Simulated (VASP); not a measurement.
## BAs: single point with LDA

Crystal: BAs.

```
CELL_PARAMETERS angstrom
3.37785 0.00000 0.00000
1.68892 2.92530 0.00000
1.68892 0.97510 2.75800
ATOMIC_POSITIONS crystal
B 0.00000 0.00000 0.00000
As 0.25000 0.25000 0.25000
```

```json
{
  "Program": "VASP 6.6.1",
  "Task": "single point",
  "Functional": "LDA",
  "Potentials or basis": "VASP PAW LDA potentials, release 64 (B, As)",
  "Cutoff": "520 eV",
  "k mesh": "6 × 6 × 6",
  "Occupations": "gaussian, width 0.01 eV",
  "Spin": "no spin polarisation"
}
```

```json
{
 "Pressure": "-3.1 GPa",
 "Band gap on the k mesh": "1.22 eV, indirect (least direct gap 3.25 eV)"
}
```

Levels at points of the mesh, in eV from the valence-band top:
```
           k point  band 1  band 2  band 3  band 4  band 5  band 6  band 7  band 8
(0.00, 0.00, 0.00)  -15.38    0.00    0.00    0.00    3.25    3.25    3.25    4.69
(0.50, 0.00, 0.00)  -12.52   -8.76   -1.82   -1.82    2.69    4.75    4.75    8.69
(0.50, 0.50, 0.00)  -11.24   -8.43   -4.08   -4.08    1.33    1.41   11.23   11.23
```

Run time: 5.8 s on 1 thread of Intel(R) Xeon(R) Platinum 8259CL CPU @ 2.50GHz (Skylake/Cascade Lake), on a shared host, peak memory 0.14 GiB.

A k mesh can miss the band edges. A hybrid or GW would open this gap; LDA tends to underestimate it.
